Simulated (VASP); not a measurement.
Input of a VASP 6.6.1 run:

File INCAR:

```
SYSTEM = Si
  ALGO = Normal
  EDIFF = 1E-6
  ENCUT = 520
  GGA = PS
  ISIF = 2
  ISMEAR = 0
  LASPH = .True.
  LCHARG = .False.
  LREAL = .False.
  LWAVE = .False.
  NBANDS = 13
  NELM = 100
  PREC = Accurate
  SIGMA = 0.1
```

KPOINTS

```
k-points
0
Gamma
  9 9 9
  0 0 0
```

Contents of POSCAR:

```
Si
1.0
    1.3370311961      0.7719353210      6.7653283765
   -1.3370311961      0.7719353210      6.7653283765
    0.0000000000     -1.5438706420      6.7653283765
Si
3
Direct
    0.0000000000      0.0000000000      0.0000000000
    0.2224564256      0.2224564256      0.2224564256
    0.7775435744      0.7775435744      0.7775435744
```

Potentials or basis: VASP PAW PBE potentials, release 64 (Si).

The run is started by

```sh
$ cat potpaw_PBE.64/Si/POTCAR > POTCAR
$ mpirun -np 1 vasp_std > vasp.out
```

(1) Estimate the pressure.

(2) What does it give for the band gap on the k mesh?

Answers

(1) 0.1 GPa.

(2) zero (band 6 reaches 20.00 eV, above the bottom of band 7 at 7.78 eV).

Caveat: the PAW data sets were made with another functional, which shifts forces and pressure a little.
